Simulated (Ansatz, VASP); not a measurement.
**Rh in VASP and in Ansatz**

The input INCAR:

```
  AGGAC = 1.0
  AGGAX = 1.0
  ALDAC = 0.0
  ALDAX = 1.0
  ALGO = Normal
  EDIFF = 1E-7
  EDIFFG = -0.01
  ENCUT = 600
  GGA = B5
  IBRION = 2
  ISIF = 3
  ISMEAR = -1
  LASPH = T
  LCHARG = F
  LREAL = F
  LWAVE = F
  NELM = 80
  NSW = 80
  PREC = Accurate
  SIGMA = 0.1
```

File KPOINTS:

```
k-points
0
Gamma
  9 9 12
```

File POSCAR:

```
Rh
1.0
    4.2673781655      0.0000000000      0.0000000000
   -2.1336890828      3.6956578989      0.0000000000
    0.0000000000      0.0000000000      2.6159028155
Rh
3
Direct
    0.0000000000      0.0000000000      0.0000000000
    0.3333333333      0.6666666667      0.5000000000
    0.6666666667      0.3333333333      0.5000000000
```

Input for Ansatz:

```yaml
crystal:
  lattice:
    - [4.2673781655, 0.0, 0.0]
    - [-2.1336890828, 3.6956578989, 0.0]
    - [0.0, 0.0, 2.6159028155]
  atoms:
    - { symbol: Rh, position: [0.0, 0.0, 0.0] }
    - { symbol: Rh, position: [0.3333333333, 0.6666666667, 0.5] }
    - { symbol: Rh, position: [0.6666666667, 0.3333333333, 0.5] }
hamiltonian:
  xc: blyp
  pseudopotentials:
    kind: paw
    azcp:
      Rh: "pseudopotentials/Rh.paw.azcp"
basis:
  ecutwfc: 420
  fft_grid_basis: typed
kpoints:
  mp_grid: { grid: [9, 9, 12], shift: [0, 0, 0] }
magnetization:
  spin_polarized: false
scf:
  occupations: { method: fermi_dirac, width: 0.1 }
relax:
  max_steps: 60
  f_tol: 0.01
  cell: {}
```

Alike in both runs: task relaxation of cell and atoms; functional BLYP; k mesh 9 × 9 × 12; occupations fermi-dirac, width 0.1 eV; no spin polarisation.

```csv
,VASP,Ansatz
version,VASP 6.6.1,Ansatz 0.2.0
potentials or method,"VASP PAW PBE potentials, release 64 (Rh_pv), cutoff 600 eV","plane waves (420 eV) with PAW, scalar-relativistic"
valence electrons in the cell,45,51
```

|  | VASP | Ansatz | Ansatz less VASP |
| --- | --- | --- | --- |
| relaxed volume (Å³/atom) | 15.31 | 15.28 | -0.032 |
| relaxed length of the cell vector where the two differ most in proportion (Å) | 4.421 | 4.417 | -0.0037 |

VASP's potentials were made for PBE, not for BLYP. VASP's potentials hold 45 valence electrons a cell and Ansatz's 51, so a difference there can come from the potentials and not from the codes.
